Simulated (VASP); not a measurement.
Wanted: the native input for a VASP 6.6.1 run.

```
Task                   : relaxation of cell and atoms
Functional             : r2SCAN
Dispersion             : D3(BJ)
Potentials or basis    : VASP PAW PBE potentials, release 64 (C)
Cutoff                 : 600 eV
k mesh                 : 12 × 12 × 4
Occupations            : fermi-dirac, width 0.05 eV
Spin                   : no spin polarisation
Dipole correction      : no
Further INCAR settings : ALGO = Normal; EDIFF = 1e-07; IBRION = 2; EDIFFG = -0.01; NSW = 60; ISIF = 3
```

Crystal: C.

```
C
1.0
     2.52210    0.00000    0.00000
    -1.26105    2.18420    0.00000
     0.00000    0.00000    8.23710
C
8
Direct
  0.66667 0.33333 0.84375
  0.33333 0.66667 0.34375
  0.66667 0.33333 0.65625
  0.33333 0.66667 0.15625
  0.00000 0.00000 0.90625
  0.00000 0.00000 0.40625
  0.00000 0.00000 0.59375
  0.00000 0.00000 0.09375
```

The input as run:

POSCAR

```
C
1.0
    2.5221000000      0.0000000000      0.0000000000
   -1.2610500000      2.1842026709      0.0000000000
    0.0000000000      0.0000000000      8.2371000000
C
8
Direct
    0.6666666667      0.3333333333      0.8437500000
    0.3333333333      0.6666666667      0.3437500000
    0.6666666667      0.3333333333      0.6562500000
    0.3333333333      0.6666666667      0.1562500000
    0.0000000000      0.0000000000      0.9062500000
    0.0000000000      0.0000000000      0.4062500000
    0.0000000000      0.0000000000      0.5937500000
    0.0000000000      0.0000000000      0.0937500000
```

INCAR.step1

```
SYSTEM = C
ALGO = Normal ; EDIFF = 1E-4
ENCUT = 600 ; GGA = PE
ISMEAR = -1 ; LASPH = .TRUE.
LCHARG = .FALSE. ; LREAL = .FALSE.
LWAVE = .TRUE. ; NELM = 60
PREC = Accurate ; SIGMA = 0.05
```

INCAR.step2

```
SYSTEM = C
ALGO = Normal ; EDIFF = 1E-7
EDIFFG = -0.01 ; ENCUT = 600
IBRION = 2 ; ISIF = 3
ISMEAR = -1 ; ISTART = 1
IVDW = 12 ; LASPH = .TRUE.
LCHARG = .FALSE. ; LMIXTAU = .TRUE.
LREAL = .FALSE. ; LWAVE = .FALSE.
METAGGA = R2SCAN ; NELM = 60
NSW = 60 ; PREC = Accurate
SIGMA = 0.05 ; VDW_A1 = 0.49484001
VDW_A2 = 5.73083694 ; VDW_S6 = 1.0
VDW_S8 = 0.78981345
```

KPOINTS

```
k-points
0
G
  12 12 4
  0 0 0
```

Potentials or basis: VASP PAW PBE potentials, release 64 (C).

Command:

```sh
$ cat potpaw_PBE.64/C/POTCAR > POTCAR
$ cp INCAR.step1 INCAR
$ mpirun -np 1 vasp_std > vasp.out
$ cp INCAR.step2 INCAR
$ mpirun -np 1 vasp_std > vasp.out
```

Results of the run:

```json
{"Relaxed volume": "5.62 Å³/atom", "Relaxed cell": "a = 2.506 Å, b = 2.506 Å, c = 8.266 Å, α = 90.00°, β = 90.00°, γ = 120.00°", "Space group after relaxing (to 0.1 Å)": "P6_3/mmc (No. 194)", "Energy gained by relaxing": "3.4 meV/atom", "Ionic steps": "5", "Pressure after relaxing": "0.0 GPa", "Largest force after relaxing": "0.005 eV/Å", "Band gap on the k mesh": "4.79 eV (least direct gap 5.56 eV)", "Dispersion energy per atom": "-0.091 eV"}
```

Caveat: the PAW data sets were made with another functional, which shifts forces and pressure a little.

Run time: 7.3 min on 1 thread of Intel(R) Xeon(R) 6975P-C (Granite Rapids) (shared host), peak memory 0.21 GiB.
